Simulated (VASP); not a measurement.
The system is ZnO.

```
Zn O
1.0
     3.24198    0.00000    0.00000
    -1.62099    2.80764    0.00000
     0.00000    0.00000    5.22764
Zn O
2 2
Cartesian
  0.0000 1.8718 0.0076
  1.6210 0.9359 2.6214
  0.0000 1.8718 1.9899
  1.6210 0.9359 4.6037
```

Base run:

- Program: VASP 6.6.1
- Functional: RPBE
- Potentials or basis: VASP PAW PBE potentials, release 64 (Zn, O_h)
- Cutoff: 910 eV
- k mesh: 8 × 8 × 6
- Occupations: gaussian, width 0.05 eV
- Spin: no spin polarisation

Its results: band gap on the k mesh 0.87 eV, direct; pressure 10.5 GPa; largest force 0.005 eV/Å.

Problem. The run is repeated on the same cell with these changes: dispersion from none to D4. What comes out?

Solution. Band gap on the k mesh 0.87 eV, direct; pressure 2.8 GPa; largest force 0.003 eV/Å.

Dispersion adds attraction, which lowers the pressure at fixed volume and, as a term added to the energy, leaves the levels alone.

Caveats: the cutoff is under 1.25 times the usual one of these potentials, so pressure, stress and relaxed cells hold a basis-set (Pulay) error; the PAW data sets were made with another functional, which shifts forces and pressure a little.

